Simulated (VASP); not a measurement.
## Bi2Te3: single point with PBEsol

**What was measured.**

From “Vacancy and Antisite-Induced Ferromagnetism in Liquid-Phase Exfoliated Bi2Te3”, 2024, arxiv:2412.10539, for a bulk crystal of Bi2Te3: band gap 0.17 eV.

Crystal: Bi2Te3.

```
Bi Te
1.0
     2.19300    1.26613   10.16567
    -2.19300    1.26613   10.16567
     0.00000   -2.53226   10.16567
Bi Te
2 3
Direct
  0.40000 0.40000 0.40000
  0.60000 0.60000 0.60000
  0.00000 0.00000 0.00000
  0.20950 0.20950 0.20950
  0.79050 0.79050 0.79050
```

```
Program                : VASP 6.6.1
Task                   : single point
Functional             : PBEsol
Potentials or basis    : VASP PAW PBE potentials, release 64 (Bi_d, Te)
Cutoff                 : 500 eV
k mesh                 : 12 × 12 × 12
Occupations            : gaussian, width 0.03 eV
Spin                   : no spin polarisation
Dipole correction      : no
Further INCAR settings : ALGO = Normal; EDIFF = 1e-06; NBANDS = 32
```

| Quantity | Value |
| --- | --- |
| Pressure | -0.6 GPa |
| Largest force | 0.105 eV/Å |
| Band gap on the k mesh | 0.22 eV |

Forces on the atoms (eV/Å):
```
Bi   0.000  0.000  0.036
Bi   0.000  0.000 -0.036
Te   0.000  0.000  0.000
Te   0.000  0.000  0.105
Te   0.000  0.000 -0.105
```

Stress tensor (GPa, compression positive):
```
-0.49  0.00  0.00
 0.00 -0.49  0.00
 0.00  0.00 -0.77
```

Levels at points of the mesh, in eV from the valence-band top:
| k point | band 20 | band 21 | band 22 | band 23 | band 24 | band 25 | band 26 | band 27 | band 28 | band 29 |
| --- | --- | --- | --- | --- | --- | --- | --- | --- | --- | --- |
| (0.00, 0.00, 0.00) | -1.70 | -1.70 | -0.86 | -0.86 | 0.00 | 0.22 | 0.63 | 0.63 | 1.93 | 2.10 |
| (0.50, 0.00, 0.00) | -3.16 | -2.91 | -2.43 | -0.91 | -0.51 | 0.52 | 1.04 | 2.73 | 2.73 | 3.25 |
| (0.50, 0.50, 0.00) | -2.36 | -2.02 | -1.83 | -1.55 | -0.96 | 0.82 | 1.48 | 2.05 | 2.62 | 2.71 |
| (0.50, 0.50, 0.50) | -1.41 | -1.41 | -1.15 | -1.15 | -0.46 | 0.80 | 1.12 | 1.12 | 1.63 | 1.63 |

It took 100 min on 1 thread of Oxide Virtual Turin-like Processor, on a shared host, peak memory 1.4 GiB.

Against the measured gap of Bi2Te3, 0.17 eV (quoted in “Vacancy and Antisite-Induced Ferromagnetism in Liquid-Phase Exfoliated Bi2Te3”, 2024, arxiv:2412.10539), the calculated 0.22 eV is off by +0.05 eV. Spin-orbit coupling on Bi, Te is left out. The value is that of PBEsol on a finite k mesh, which can miss the band edges, without temperature or zero-point motion.

Caveat: the PAW data sets were made with another functional, which shifts forces and pressure a little; spin-orbit coupling is left out, which moves the levels of the heavy elements.
